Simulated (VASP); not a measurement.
Runs of VASP 6.6.1 on AlGaN2. The structure is that of space group P-4m2 (No. 115), or close to it. The cells are those of the table. 

| cell | gap on the mesh (eV) | pressure (GPa) | largest force (eV/Å) |
| --- | --- | --- | --- |
| a = 3.078, b = 3.078, c = 4.424 Å, 4 atoms | (c) | 8.8 | 0.03 |
| a = 3.157, b = 3.157, c = 4.424 Å, 4 atoms | (a) | -2.1 | - |
| a = 3.094, b = 3.094, c = 4.424 Å, 4 atoms | 3.57 | 6.5 | 0.03 |
| a = 3.204, b = 3.204, c = 4.424 Å, 4 atoms | 3.08 | (b) | 0.03 |

Alike in all rows: task single point; level r2SCAN; potentials or basis VASP PAW PBE potentials, release 64 (Al, Ga_d, N_h); no spin polarisation; k mesh 8 × 8 × 6; cutoff (eV) 1460; smearing gaussian 0.05 eV.

Question: Estimate the missing entries.

Answer: (a) 3.29; (b) -7.6; (c) 3.64.

Caveats: the PAW data sets were made with another functional, which shifts forces and pressure a little; the cell stands under pressure (at least some runs); the cell stands under tension (at least some runs).

A k mesh can miss the band edges, and the runs leave out spin-orbit coupling on Ga.
